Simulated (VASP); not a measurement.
# AgCl: vibrations by perturbation theory with PBEsol

Crystal: AgCl.

```xyz
2
Lattice="0.0000 2.7238 2.7238 2.7238 0.0000 2.7238 2.7238 2.7238 0.0000" Properties=species:S:1:pos:R:3 pbc="T T T"
Ag    0.0000    0.0000    0.0000
Cl    2.7238    2.7238    2.7238
```

* Program: VASP 6.6.1
* Task: vibrations by perturbation theory
* Functional: PBEsol
* Potentials or basis: VASP PAW PBE potentials, release 64 (Ag, Cl)
* Cutoff: 520 eV
* k mesh: 8 × 8 × 8
* Occupations: gaussian, width 0.01 eV
* Spin: no spin polarisation
* Dipole correction: no
* Further INCAR settings: ALGO = Normal; EDIFF = 1e-08; NBANDS = 16; IBRION = 8; NSW = 1

```
Electronic dielectric tensor (diagonal)                 : 5.48
Born charges (mean of the diagonal)                     : Ag +1.42; Cl -1.42 e
Highest phonon frequency at Γ, LO-TO splitting left out : 115 cm⁻¹
```

Phonon frequencies in cm⁻¹ (negative: imaginary):
```csv
q point,frequencies
"(0.000, 0.000, 0.000)",0 0 0 115 115 115
```

Electronic dielectric tensor:
```
5.48 0.00 0.00
0.00 5.48 0.00
0.00 0.00 5.48
```

Born effective charge tensors (e):
atom 1, Ag
```
1.42 0.00 0.00
0.00 1.42 0.00
0.00 0.00 1.42
```
atom 2, Cl
```
-1.42  0.00  0.00
 0.00 -1.42  0.00
 0.00  0.00 -1.42
```

Wall time 5.6 min on 1 thread of Intel(R) Xeon(R) Platinum 8375C CPU @ 2.90GHz (Ice Lake), on a shared host, peak memory 0.26 GiB.
